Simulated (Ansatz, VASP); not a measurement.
**One calculation of TiB2, two programs**

```xyz
3
Lattice="3.0292 0.0000 0.0000 -1.5146 2.6234 0.0000 0.0000 0.0000 3.2284" Properties=species:S:1:pos:R:3 pbc="T T T"
Ti    0.0000    0.0000    0.0000
B     1.5146    0.8745    1.6142
B     0.0000    1.7489    1.6142
```

Alike in both runs: task relaxation of cell and atoms; functional PBEsol; dispersion D4; k mesh 10 × 10 × 8; occupations fermi-dirac, width 0.05 eV; no spin polarisation.

```csv
,VASP,Ansatz
version,VASP 6.6.1,Ansatz 0.2.0
potentials or method,"VASP PAW PBE potentials, release 64 (Ti_sv, B)",Ansatz PAW
plane-wave cutoff (eV),600,420
valence electrons in the cell,18,18
```

VASP gave:

```
relaxed volume (Å³/atom)                                                      : 8.24
relaxed length of the cell vector where the two differ most in proportion (Å) : 3.005
```

Estimate Ansatz's values.

relaxed volume (Å³/atom): 8.23; relaxed length of the cell vector where the two differ most in proportion (Å): 3.004.

VASP's potentials were made for PBE, not for PBEsol.

Noted on Ansatz's run: the plane-wave basis is chosen anew once the cell has moved, so the energies of steps on either side of that aren't comparable.
